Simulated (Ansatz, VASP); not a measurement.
Bi in VASP and in Ansatz

Contents of INCAR:

```
  ALGO = Fast
  EDIFF = 1E-6
  ENCUT = 520
  ISIF = 2
  ISMEAR = 0
  LASPH = T
  LCHARG = T
  LELF = T
  LREAL = F
  LVHAR = T
  LWAVE = F
  NBANDS = 14
  NELM = 80
  PREC = Accurate
  SIGMA = 0.05
```

The input KPOINTS:

```
k-points
0
Gamma
  10 10 10
```

POSCAR

```
Bi
1.0
   -4.4703561000      4.4703561000      1.5020922000
    4.4703561000     -4.4703561000      1.5020922000
    4.4703561000      4.4703561000     -1.5020922000
Bi
1
Direct
    0.0000000000      0.0000000000      0.0000000000
```

Input for Ansatz:

```yaml
crystal:
  lattice:
    - [-4.4703561, 4.4703561, 1.5020922]
    - [4.4703561, -4.4703561, 1.5020922]
    - [4.4703561, 4.4703561, -1.5020922]
  atoms:
    - { symbol: Bi, position: [0.0, 0.0, 0.0] }
basis:
  ecutwfc: 420
kpoints:
  mp_grid: { grid: [10, 10, 10] }
hamiltonian:
  xc: lda
scf:
  occupations: { method: gaussian, width: 0.05 }
output:
  forces: true
  stress: true
  eigenvalues: true
```

Change from the starting cell: strain +0.050 along x and y, +0.050 along z, atoms carried along.

Alike in both runs: task single point; functional LDA; k mesh 10 × 10 × 10; occupations gaussian, width 0.05 eV; no spin polarisation.

|  | VASP | Ansatz |
| --- | --- | --- |
| version | VASP 6.6.1 | Ansatz 0.2.0 |
| potentials or method | VASP PAW LDA potentials, release 64 (Bi_d), cutoff 520 eV | scalar-relativistic, plane waves, PAW |
| valence electrons in the cell | 15 | 15 |

VASP gave:

```
gap on the k mesh at the Fermi level (eV)                     : none
pressure (GPa)                                                : -0.8
traceless stress, the component that is largest in VASP (GPa) : -1.47
```

Task: What did Ansatz give for the same quantities?

Result: gap on the k mesh at the Fermi level (eV): none; pressure (GPa): -0.9; traceless stress, the component that is largest in VASP (GPa): -1.50.

LDA's correlation is that of Perdew and Zunger in VASP and of Perdew and Wang (1992) in Ansatz. A gap of «none» marks a metal or a gap that the smearing closes.

Spin-orbit coupling is off throughout.
